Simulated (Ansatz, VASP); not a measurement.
# One calculation of ZrH4, two programs

```
CELL_PARAMETERS angstrom
3.87960 0.00000 -0.00062
0.00000 3.44479 0.00000
-1.93310 0.00000 5.56105
ATOMIC_POSITIONS crystal
Zr 0.14452 0.25000 0.78826
Zr 0.85548 0.75000 0.21174
H 0.59059 0.25000 0.68014
H 0.95513 0.25000 0.41380
H 0.45080 0.75000 0.89515
H 0.94561 0.75000 0.89576
H 0.05439 0.25000 0.10424
H 0.54920 0.25000 0.10485
H 0.04487 0.75000 0.58620
H 0.40941 0.75000 0.31986
```

Change from the starting cell: species swapped into the SnH4 type (P2_1/m, No. 11).

Alike in both runs: functional PBE; k mesh 8 × 10 × 6; occupations gaussian, width 0.1 eV; no spin polarisation.

Ansatz relaxed the structure, and its values are those at the end. VASP's run is a single point on that final structure, the one shown.

```csv
,VASP,Ansatz
version,VASP 6.6.1,Ansatz 0.2.0
potentials or method,"VASP PAW PBE potentials, release 64 (Zr_sv, H), cutoff 520 eV","scalar-relativistic, plane waves, PAW"
valence electrons in the cell,32,32
```

VASP gave:

```
gap on the k mesh at the Fermi level (eV) : none
pressure (GPa)                            : -0.1
```

What did Ansatz give for the same quantities?

gap on the k mesh at the Fermi level (eV): none; pressure (GPa): 0.0.

A gap of «none» marks a metal or a gap that the smearing closes.
